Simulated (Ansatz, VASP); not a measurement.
This is a calculation of C for VASP 6.6.1.

The input INCAR:

```
SYSTEM = C
PREC     = Accurate       ! precision mode
ENCUT    = 600            ! plane-wave cutoff, eV
EDIFF    = 1E-6           ! SCF threshold, eV
ISMEAR   = -1             ! smearing method
SIGMA    = 0.05           ! smearing width, eV
LREAL    = .False.        ! projectors in reciprocal space
LASPH    = .True.         ! aspherical terms in the spheres
NELM     = 80             ! most SCF steps
ALGO     = Normal         ! electronic algorithm
ISIF     = 3              ! what is computed and relaxed
LWAVE    = .False.        ! write WAVECAR
LCHARG   = .False.        ! write CHGCAR
GGA      = PS             ! functional
IBRION   = 2              ! ionic algorithm
NSW      = 60             ! ionic steps
EDIFFG   = -0.01          ! ionic threshold
```

The input KPOINTS:

```
regular mesh
0
Gamma
  12 12 3
  0 0 0
```

POSCAR

```
C
1.0
    2.5221000000      0.0000000000      0.0000000000
   -1.2610500000      2.1842026709      0.0000000000
    0.0000000000      0.0000000000     12.3557000000
C
12
Direct
    0.6666666667      0.3333333333      0.3541700000
    0.3333333333      0.6666666667      0.8541700000
    0.6666666667      0.3333333333      0.1458300000
    0.3333333333      0.6666666667      0.6458300000
    0.6666666667      0.3333333333      0.4791700000
    0.3333333333      0.6666666667      0.9791700000
    0.6666666667      0.3333333333      0.0208300000
    0.3333333333      0.6666666667      0.5208300000
    0.0000000000      0.0000000000      0.8125000000
    0.0000000000      0.0000000000      0.3125000000
    0.0000000000      0.0000000000      0.6875000000
    0.0000000000      0.0000000000      0.1875000000
```

Potentials or basis: VASP PAW PBE potentials, release 64 (C).

The run is started by

```sh
$ cat potpaw_PBE.64/C/POTCAR > POTCAR
$ mpirun -np 1 vasp_std > vasp.out
```

Problem. Translate it to Ansatz 0.2.0. Potentials there: Ansatz PAW.

Solution. As run (the cutoff follows the program's own potentials):

The input input.yaml:

```yaml
crystal:
  lattice:
    - [2.5221, 0.0, 0.0]
    - [-1.26105, 2.1842026709, 0.0]
    - [0.0, 0.0, 12.3557]
  atoms:
    - { symbol: C, position: [0.6666666667, 0.3333333333, 0.35417] }
    - { symbol: C, position: [0.3333333333, 0.6666666667, 0.85417] }
    - { symbol: C, position: [0.6666666667, 0.3333333333, 0.14583] }
    - { symbol: C, position: [0.3333333333, 0.6666666667, 0.64583] }
    - { symbol: C, position: [0.6666666667, 0.3333333333, 0.47917] }
    - { symbol: C, position: [0.3333333333, 0.6666666667, 0.97917] }
    - { symbol: C, position: [0.6666666667, 0.3333333333, 0.02083] }
    - { symbol: C, position: [0.3333333333, 0.6666666667, 0.52083] }
    - { symbol: C, position: [0.0, 0.0, 0.8125] }
    - { symbol: C, position: [0.0, 0.0, 0.3125] }
    - { symbol: C, position: [0.0, 0.0, 0.6875] }
    - { symbol: C, position: [0.0, 0.0, 0.1875] }
hamiltonian:
  xc: pbesol
  pseudopotentials: { kind: paw }
kpoints:
  mp_grid: { grid: [12, 12, 3] }
scf:
  occupations: { method: fermi_dirac, width: 0.05 }
output:
  forces: true
  stress: true
relax:
  f_tol: 0.01
  max_steps: 40
  cell: { stress_tol: 0.05 }
```

Potentials or basis: Ansatz PAW.

The run is started by

```sh
$ ansatz run input.yaml --threads 4 --pin off --max-ram 11264MiB --backend cpu --events-out ev --progress --plain --runs-dir out
```

Both were run:

|  | VASP | Ansatz | Ansatz less VASP |
| --- | --- | --- | --- |
| relaxed volume (Å³/atom) | 5.62 | 5.61 | -0.005 |
| relaxed cell length with the largest relative difference (Å) | 12.372 | 12.368 | -0.0040 |

VASP's potentials were made for PBE, not for PBEsol.

Noted on Ansatz's run: Pulay correction over one GPa; odd divisions of the mesh miss points on the zone boundary, where band edges often lie, so the gap on the mesh can be too wide; the plane-wave basis is chosen anew once the cell has moved, so the energies of steps on either side of that aren't comparable.
